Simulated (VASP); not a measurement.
Set up this calculation in VASP 6.6.1, as the native input.

| Quantity | Value |
| --- | --- |
| Task | electric field gradients |
| Functional | r2SCAN |
| Potentials or basis | VASP PAW PBE potentials, release 64 (Ru_pv) |
| Cutoff | 440 eV |
| k mesh | 10 × 10 × 10 |
| Occupations | fermi-dirac, width 0.05 eV |
| Spin | no spin polarisation |
| Dipole correction | no |
| Further INCAR settings | ALGO = Normal; EDIFF = 1e-08; NBANDS = 21 |

The system is Ru.

```
Ru
1.0
     0.00000    2.58183    2.58183
     2.58183    0.00000    2.58183
     2.58183    2.58183    0.00000
Ru
2
Direct
  0.71750 0.92750 0.92750
  0.28250 0.07250 0.07250
```

This cell differs from its parent crystal: shortest bond scaled by 0.58.

One way to write it, as run:

POSCAR

```
Ru
1.0
    0.0000000000      2.5818259214      2.5818259214
    2.5818259214      0.0000000000      2.5818259214
    2.5818259214      2.5818259214      0.0000000000
Ru
2
Direct
   -0.2825000000     -0.0725000000     -0.0725000000
    0.2825000000      0.0725000000      0.0725000000
```

INCAR.step1

```
SYSTEM = Ru
ALGO = Normal ; EDIFF = 1E-5
ENCUT = 440 ; GGA = PE
GGA_COMPAT = .False. ; ISMEAR = -1
LASPH = .True. ; LCHARG = .False.
LREAL = .False. ; LWAVE = .True.
NBANDS = 21 ; NELM = 120
PREC = Accurate ; SIGMA = 0.05
```

INCAR.step2

```
SYSTEM = Ru
ALGO = Normal ; EDIFF = 1E-8
ENCUT = 440 ; GGA_COMPAT = .False.
ISIF = 2 ; ISMEAR = -1
ISTART = 1 ; LASPH = .True.
LCHARG = .False. ; LEFG = .True.
LMIXTAU = .True. ; LREAL = .False.
LWAVE = .False. ; METAGGA = R2SCAN
NBANDS = 21 ; NELM = 120
PREC = Accurate ; SIGMA = 0.05
```

KPOINTS

```
k-points
0
Gamma
  10 10 10
  0 0 0
```

Potentials or basis: VASP PAW PBE potentials, release 64 (Ru_pv).

Command:

```console
$ cat potpaw_PBE.64/Ru_pv/POTCAR > POTCAR
$ cp INCAR.step1 INCAR
$ mpirun -np 1 vasp_std > vasp.out
$ cp INCAR.step2 INCAR
$ mpirun -np 1 vasp_std > vasp.out
```

It gave:

* Pressure: 394.8 GPa
* Largest force: 196.924 eV/Å
* Band gap on the k mesh: zero (band 14 reaches 10.15 eV, above the bottom of band 15 at 8.90 eV)

Caveat: the cell differs from its parent crystal (shortest bond scaled by 0.58); without QUAD_EFG the Cq values of the log hold for a quadrupole moment of 1 mb, not for the nuclei; the PAW data sets were made with another functional, which shifts forces and pressure a little.

It took 4.7 min on 1 thread of Intel(R) Xeon(R) Platinum 8375C CPU @ 2.90GHz (Ice Lake), with other jobs on the host, peak memory 0.19 GiB.
